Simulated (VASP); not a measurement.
A run of VASP 6.6.1 is set up as follows.

File INCAR:

```
SYSTEM = BeTe
PREC     = Accurate       ! precision mode
ENCUT    = 520            ! plane-wave cutoff, eV
EDIFF    = 1E-6           ! SCF threshold, eV
ISMEAR   = 0              ! smearing method
SIGMA    = 0.01           ! smearing width, eV
LREAL    = .False.        ! projectors in reciprocal space
LASPH    = .True.         ! aspherical terms in the spheres
NELM     = 60             ! most SCF steps
ALGO     = Normal         ! electronic algorithm
ISIF     = 2              ! what is computed and relaxed
LWAVE    = .False.        ! write WAVECAR
LCHARG   = .False.        ! write CHGCAR
GGA      = PE             ! functional
NBANDS   = 11             ! bands
```

KPOINTS

```
regular mesh
0
Gamma
  4 4 4
  0 0 0
```

The input POSCAR:

```
BeTe
1.0
    0.0000000000      2.8286236236      2.8286236236
    2.8286236236      0.0000000000      2.8286236236
    2.8286236236      2.8286236236      0.0000000000
Be Te
1 1
Direct
    0.0000000000      0.0000000000      0.0000000000
    0.2500000000      0.2500000000      0.2500000000
```

Potentials or basis: VASP PAW PBE potentials, release 64 (Be, Te).

The run is started by

```sh
$ cat potpaw_PBE.64/Be/POTCAR potpaw_PBE.64/Te/POTCAR > POTCAR
$ mpirun -np 1 vasp_std > vasp.out
```

(1) What does it give for the pressure?

(2) Predict the band gap on the k mesh.

## Answers

(1) 0.8 GPa.

(2) 2.00 eV, indirect (least direct gap 3.61 eV).

Caveat: the k points lie up to 0.48 Å⁻¹ apart; spin-orbit coupling is left out, which moves the levels of the heavy elements.
